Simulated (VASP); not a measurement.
# Co (Im-3m) in VASP: single point with LDA

Aim: the single point of Co with LDA.

Everything below comes from runs of VASP 6.6.1. Logs are shortened: lines on timing, memory, paths and dates and some standing lists are left out, and cuts for length are marked.

**1. The cell of the first run**

Symmetry: Im-3m, No. 229, cubic system. The conventional cell has a = 2.866 Å, b = 2.866 Å, c = 2.866 Å, α = 90.00°, β = 90.00°, γ = 90.00°. Co (site symmetry m-3m) has 14 Co at 2.48 to 2.87 Å within 3.3 Å.

**2. Single point, LDA, non-collinear spin, typed start**

Input file INCAR:

```
SYSTEM = Co
ALGO     = Normal         ! electronic algorithm
EDIFF    = 1E-7           ! SCF threshold, eV
ENCUT    = 520            ! plane-wave cutoff, eV
ISIF     = 2              ! what is computed and relaxed
ISMEAR   = 0              ! smearing method
LASPH    = .TRUE.         ! aspherical terms in the spheres
LCHARG   = .TRUE.         ! write CHGCAR
LMAXMIX  = 4              ! l up to which the mixer works
LNONCOLLINEAR= .TRUE.         ! non-collinear magnetism
LORBIT   = 11             ! projections on sites
LREAL    = .FALSE.        ! projectors in reciprocal space
LVHAR    = .TRUE.       
LWAVE    = .FALSE.        ! write WAVECAR
MAGMOM   = 0.135 2.596 0.029 2.383 -1.044 -1.036 ! initial moments
NBANDS   = 30             ! bands
NELM     = 150            ! most SCF steps
PREC     = Accurate       ! precision mode
SIGMA    = 0.05           ! smearing width, eV
```

Input file KPOINTS:

```
k-points
0
G
  3 3 3
  0 0 0
```

Input file POSCAR:

```
Co
1.0
    2.8662000000      0.0000000000      0.0000000000
    0.0000000000      2.8662000000      0.0000000000
    0.0000000000      0.0000000000      2.8662000000
Co
2
Direct
    0.0000000000      0.0000000000      0.0000000000
    0.5000000000      0.5000000000      0.5000000000
```

Potentials or basis: VASP PAW LDA potentials, release 64 (Co).

Started as:

```sh
$ cat potpaw_LDA.64/Co/POTCAR > POTCAR
$ mpirun -np 1 vasp_ncl > vasp.out
```

OUTCAR:

```text
SYSTEM = Co
   EDIFF = 1E-7
   ENCUT = 520
   ISIF = 2
   ISMEAR = 0
   LASPH = .TRUE.
   LNONCOLLINEAR = .TRUE.
   LORBIT = 11
   LREAL = .FALSE.
   NELM = 150
   PREC = Accurate

 ion  position               nearest neighbor table
   1  0.000  0.000  0.000-   2 2.48   2 2.48   2 2.48   2 2.48   2 2.48   2 2.48   2 2.48   2 2.48

   2  0.500  0.500  0.500-   1 2.48   1 2.48   1 2.48   1 2.48   1 2.48   1 2.48   1 2.48   1 2.48

  LATTYP: Found a simple cubic cell.
 ALAT       =     2.8662000000

  Lattice vectors:

 A1 = (   2.8662000000,   0.0000000000,   0.0000000000)
 A2 = (   0.0000000000,   2.8662000000,   0.0000000000)
 A3 = (   0.0000000000,   0.0000000000,   2.8662000000)

Analysis of symmetry for initial positions (statically):
=====================================================================
 Subroutine PRICEL returns following result:

  LATTYP: Found a body centered cubic cell.
 ALAT       =     2.8662000000

  Lattice vectors:

 A1 = (   1.4331000000,   1.4331000000,  -1.4331000000)
 A2 = (  -1.4331000000,   1.4331000000,   1.4331000000)
 A3 = (   1.4331000000,  -1.4331000000,   1.4331000000)

   2 primitive cells build up your supercell.

 Routine SETGRP: Setting up the symmetry group for a
 simple cubic supercell.

 Subroutine GETGRP returns: Found 48 space group operations
 (whereof 48 operations were pure point group operations)
 out of a pool of 48 trial point group operations.

The static configuration has the point symmetry O_h .

Analysis of symmetry for dynamics (positions and initial velocities):
=====================================================================
 Subroutine PRICEL returns following result:

  LATTYP: Found a body centered cubic cell.
 ALAT       =     2.8662000000

  Lattice vectors:

 A1 = (   1.4331000000,   1.4331000000,  -1.4331000000)
 A2 = (  -1.4331000000,   1.4331000000,   1.4331000000)
 A3 = (   1.4331000000,  -1.4331000000,   1.4331000000)

   2 primitive cells build up your supercell.

 Routine SETGRP: Setting up the symmetry group for a
 simple cubic supercell.

 Subroutine GETGRP returns: Found 48 space group operations
 (whereof 48 operations were pure point group operations)
 out of a pool of 48 trial point group operations.

The dynamic configuration has the point symmetry O_h .

Analysis of structural, dynamic, and magnetic symmetry:
=====================================================================
 Subroutine PRICEL returns:
 Original cell was already a primitive cell.

 Routine SETGRP: Setting up the symmetry group for a
 simple cubic supercell.

 Subroutine GETGRP returns: Found  2 space group operations
 (whereof  2 operations were pure point group operations)
 out of a pool of 48 trial point group operations.

The overall configuration has the point symmetry S_2 .

 Subroutine INISYM returns: Found  2 space group operations
 (whereof  2 operations are pure point group operations),
 and found     1 'primitive' translations

----------------------------------------------------------------------------------------

                                     Primitive cell

  volume of cell :      23.5461

  direct lattice vectors                    reciprocal lattice vectors
     2.866200000  0.000000000  0.000000000     0.348894006  0.000000000  0.000000000
     0.000000000  2.866200000  0.000000000     0.000000000  0.348894006  0.000000000
     0.000000000  0.000000000  2.866200000     0.000000000  0.000000000  0.348894006

  length of vectors
     2.866200000  2.866200000  2.866200000     0.348894006  0.348894006  0.348894006

  position of ions in fractional coordinates (direct lattice)
     0.000000000  0.000000000  0.000000000
     0.500000000  0.500000000  0.500000000

  ion indices of the primitive-cell ions
   primitive index   ion index
                 1           1
                 2           2
[... 24 lines left out ...]

 Found     14 irreducible k-points:

 Following reciprocal coordinates:
            Coordinates               Weight
  0.000000  0.000000  0.000000      1.000000
  0.333333  0.000000  0.000000      2.000000
  0.000000  0.333333  0.000000      2.000000
  0.000000  0.000000  0.333333      2.000000
  0.333333  0.333333  0.000000      2.000000
  0.000000  0.333333  0.333333      2.000000
  0.333333  0.000000  0.333333      2.000000
 -0.333333  0.333333  0.000000      2.000000
 -0.333333  0.000000  0.333333      2.000000
  0.000000 -0.333333  0.333333      2.000000
  0.333333  0.333333  0.333333      2.000000
 -0.333333  0.333333  0.333333      2.000000
 -0.333333 -0.333333  0.333333      2.000000
  0.333333 -0.333333  0.333333      2.000000
   k-points           NKPTS =     14   k-points in BZ     NKDIM =     14   number of bands    NBANDS=     30
   number of dos      NEDOS =    301   number of ions     NIONS =      2
   total plane-waves  NPLWV =  13824
   dimension x,y,z NGX =    24 NGY =   24 NGZ =   24
   dimension x,y,z NGXF=    48 NGYF=   48 NGZF=   48
   ions per type =               2
   NGX,Y,Z   is equivalent  to a cutoff of  13.92, 13.92, 13.92 a.u.
   NGXF,Y,Z  is equivalent  to a cutoff of  27.84, 27.84, 27.84 a.u.
 SYSTEM =  Co
   PREC   = accura    normal or accurate (medium, high low for compatibility)
   ISTART =      0    job   : 0-new  1-cont  2-samecut
   ICHARG =      2    charge: 1-file 2-atom 10-const
   ISPIN  =      1    spin polarized calculation?
   LNONCOLLINEAR =      T non collinear calculations
   LSORBIT =      F    spin-orbit coupling
   LASPH  =      T    aspherical Exc in radial PAW
   ENCUT  =  520.0 eV  38.22 Ry    6.18 a.u.   5.33  5.33  5.33*2*pi/ulx,y,z
   NELM   =    150;   NELMIN=  2; NELMDL= -5     # of ELM steps
   EDIFF  = 0.1E-06   stopping-criterion for ELM
   LREAL  =      F    real-space projection
   EDIFFG = 0.1E-05   stopping-criterion for IOM
   NSW    =      0    number of steps for IOM
   IBRION =     -1    ionic relax: 0-MD 1-quasi-New 2-CG
   NFREE  =      0    steps in history (QN), initial steepest desc. (CG)
   ISIF   =      2    stress and relaxation
   ISYM   =      2    0-nonsym 1-usesym 2-fastsym
   POTIM  = 0.5000    time-step for ionic-motion
   TEBEG  =    0.0;   TEEND  =   0.0 temperature during run
   PSTRESS=    0.0 pullay stress
   NELECT =      18.0000    total number of electrons
   NUPDOWN=      -1.0000    fix difference up-down
   EMIN   =  10.00;   EMAX   =-10.00  energy-range for DOS
   EFERMI =   0.00;   METHOD = LEGACY
   ISMEAR =     0;   SIGMA  =   0.05  broadening in eV -4-tet -1-fermi 0-gaus
   EFERMI_NEDOS =   21; number of points for ismear=-14 and -15
   IALGO  =     38    algorithm
   IMIX   =      4    mixing-type and parameters
     AMIX     =   0.40;   BMIX     =  1.00
     AMIX_MAG =   1.60;   BMIX_MAG =  1.00
  volume/ion in A,a.u.               =      11.77        79.45
  Fermi-wavevector in a.u.,A,eV,Ry     =   1.496899  2.828729 30.486666  2.240707
  Thomas-Fermi vector in A             =   2.608856
   LORBIT       =     11    0 simple, 1 ext, 2 COOP (PROOUT), +10 PAW based schemes
   GGA     = CA    functional components
   LHFCALC =     F    Hartree Fock is set to
   AEXX    =    0.0000 exact exchange contribution
   IVDW    =     0    specifies the selected vdW correction
   LEPSILON=     F    determine dielectric tensor
   LRPA    =     F    only Hartree local field effects (RPA)
 Gauss-broadening in eV      SIGMA  =   0.05
  energy-cutoff  :      520.00
  volume of cell :       23.55
 maximum number of plane-waves:      1276
 NGX is ok and might be reduce to    24
   NGX = 11   NGY = 11   NGZ = 11

 number of electron      17.9999997 magnetization       2.6769196      1.8192762     -1.0648406

 Free energy of the ion-electron system (eV)
  ---------------------------------------------------
  ext. energy  EPLUGINS =         0.00000000
  ---------------------------------------------------
  free energy    TOTEN  =       -15.94463625 eV

  energy without entropy =      -15.93850473  energy(sigma->0) =      -15.94157049

 E-fermi :   9.1281     XC(G=0): -13.2654

 val. band max:        8.7889574528   @ k =   0.0000   0.0000   0.3333
 cond. band min:       9.1355162225   @ k =   0.3333   0.3333   0.0000
 fundamental gap:      0.3465587698
 Fermi energy:         9.1280777353

 k-point     1 :       0.0000    0.0000    0.0000
  band No.  band energies     occupation
      1       0.3547      1.00000
      2       0.5266      1.00000
      3       4.2917      1.00000
      4       4.2917      1.00000
      5       5.6119      1.00000
      6       5.6119      1.00000
[... 451 lines left out ...]
     29      21.1332      0.00000
     30      21.1332      0.00000

------------------------ aborting loop because EDIFF is reached ----------------------------------------

  FORCE on cell =-STRESS in cart. coord.  units (eV):
  Direction    XX          YY          ZZ          XY          YZ          ZX
  --------------------------------------------------------------------------------------
  -------------------------------------------------------------------------------------
  Total       -4.2287330     -4.2287332     -4.2287448      0.0000034     -0.0000000      0.0000012
  in kB     -287.7407507   -287.7407642   -287.7415530      0.0002294     -0.0000017      0.0000850
  external PRESSURE =    -287.7410226 kB  Pullay stress =       0.0000000 kB

 VOLUME and BASIS-vectors are now :
 -----------------------------------------------------------------------------
  energy-cutoff  :      520.00
  volume of cell :       23.55
      direct lattice vectors                 reciprocal lattice vectors
     2.866200000  0.000000000  0.000000000     0.348894006  0.000000000  0.000000000
     0.000000000  2.866200000  0.000000000     0.000000000  0.348894006  0.000000000
     0.000000000  0.000000000  2.866200000     0.000000000  0.000000000  0.348894006

 POSITION                                       TOTAL-FORCE (eV/Angst)
 -----------------------------------------------------------------------------------
      0.00000      0.00000      0.00000         0.000000      0.000000      0.000000
      1.43310      1.43310      1.43310         0.000000      0.000000      0.000000
 -----------------------------------------------------------------------------------
    total drift:                                0.000000     -0.000000     -0.000000

  FREE ENERGIE OF THE ION-ELECTRON SYSTEM (eV)
  ---------------------------------------------------
  free  energy   TOTEN  =       -15.9446362500 eV

  energy  without entropy=      -15.9385047308  energy(sigma->0) =      -15.94157049

 total charge

# of ion       s       p       d       tot
------------------------------------------
    1        0.459   0.446   7.230   8.135
    2        0.459   0.446   7.230   8.135
--------------------------------------------------
tot          0.918   0.893  14.459  16.270

 magnetization (x)

# of ion       s       p       d       tot
------------------------------------------
    1       -0.010  -0.033   1.397   1.354
    2       -0.010  -0.033   1.397   1.354
--------------------------------------------------
tot         -0.020  -0.067   2.794   2.708

 magnetization (y)

# of ion       s       p       d       tot
------------------------------------------
    1       -0.007  -0.023   0.950   0.920
    2       -0.007  -0.023   0.949   0.920
--------------------------------------------------
tot         -0.014  -0.045   1.899   1.840

 magnetization (z)

# of ion       s       p       d       tot
------------------------------------------
    1        0.004   0.013  -0.556  -0.539
    2        0.004   0.013  -0.556  -0.539
--------------------------------------------------
tot          0.008   0.026  -1.111  -1.077
```

Run time: 18 s. Hardware: 1 thread of Intel Xeon 6975P-C (Granite Rapids), shared host; peak memory 0.17 GiB.

What came out:

```
Free energy                                           : -15.9446 eV
Pressure                                              : -28.8 GPa
Band gap on the k mesh                                : zero (band 18 reaches 9.39 eV, above the bottom of band 19 at 8.79 eV)
Net moment                                            : 3.41 μB per cell
Valence electrons inside the program's atomic spheres : Co 8.13
```

Moments on the atoms (μB; x, y, z):
```
Co   1.35  0.92 -0.54
Co   1.35  0.92 -0.54
```

Caveat: the k points lie up to 0.73 Å⁻¹ apart.
